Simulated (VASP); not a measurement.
Set up this calculation in VASP 6.6.1, as the native input.

```yaml
Task: single point
Functional: PBEsol
Potentials_or_basis: VASP PAW PBE potentials, release 64 (H, Li_sv)
Cutoff: 520 eV
k_mesh: 4 × 4 × 1
Occupations: gaussian, width 0.05 eV
Spin: no spin polarisation
Dipole_correction: no
Further_INCAR_settings: LREAL = Auto; ALGO = Normal; EDIFF = 1e-06; NBANDS = 30
```

The structure of LiH lies in POSCAR:

```
LiH
1.0
    1.9899850000      1.9899850000      0.0000000000
   -1.9899850000      1.9899850000      0.0000000000
    0.0000000000      0.0000000000     26.9298920000
H Li
8 8
Direct
    0.5056470000      0.4993470000      0.2424570000
    0.4870500000      0.4953400000      0.3909010000
    0.5058110000      0.5023000000      0.5368750000
    0.4963790000      0.4937400000      0.6844890000
    0.9912310000      0.9960020000      0.3156480000
    0.0021630000      0.0058290000      0.4633470000
    0.0084250000      0.0018750000      0.6103400000
    0.9940130000      0.0084170000      0.7591080000
    0.0079810000      0.9981330000      0.2408560000
    0.9926750000      0.9916850000      0.3893830000
    0.9997010000      0.9914290000      0.5373150000
    0.9868290000      0.9995000000      0.6839070000
    0.5034540000      0.5093070000      0.3155920000
    0.4872480000      0.4870360000      0.4626400000
    0.4956220000      0.5007420000      0.6102930000
    0.5018730000      0.5181680000      0.7590720000
```

These files were run (other wordings do the same):

INCAR

```
PREC     = Accurate       # precision mode
ENCUT    = 520            # plane-wave cutoff, eV
EDIFF    = 1E-6           # SCF threshold, eV
ISMEAR   = 0              # smearing method
SIGMA    = 0.05           # smearing width, eV
LREAL    = Auto         
LASPH    = T              # aspherical terms in the spheres
NELM     = 100            # most SCF steps
ALGO     = Normal         # electronic algorithm
ISIF     = 2              # what is computed and relaxed
LWAVE    = F              # write WAVECAR
LCHARG   = T              # write CHGCAR
GGA      = PS             # functional
LELF     = T              # ELF
LVHAR    = T            
NBANDS   = 30             # bands
```

KPOINTS

```
regular mesh
0
Gamma
  4 4 1
```

Potentials or basis: VASP PAW PBE potentials, release 64 (H, Li_sv).

Launch:

```sh
$ cat potpaw_PBE.64/H/POTCAR potpaw_PBE.64/Li_sv/POTCAR > POTCAR
$ mpirun -np 1 vasp_std > vasp.out
```

Results of the run:

The largest force is 0.253 eV/Å and the band gap on the k mesh is 1.90 eV, indirect (least direct gap 2.37 eV).

Caveat: the k points lie up to 0.56 Å⁻¹ apart; the PAW data sets were made with another functional, which shifts forces and pressure a little.

Wall time 84 s on 1 thread of Intel(R) Xeon(R) Platinum 8559C (Emerald Rapids), with other jobs on the host, peak memory 0.33 GiB.
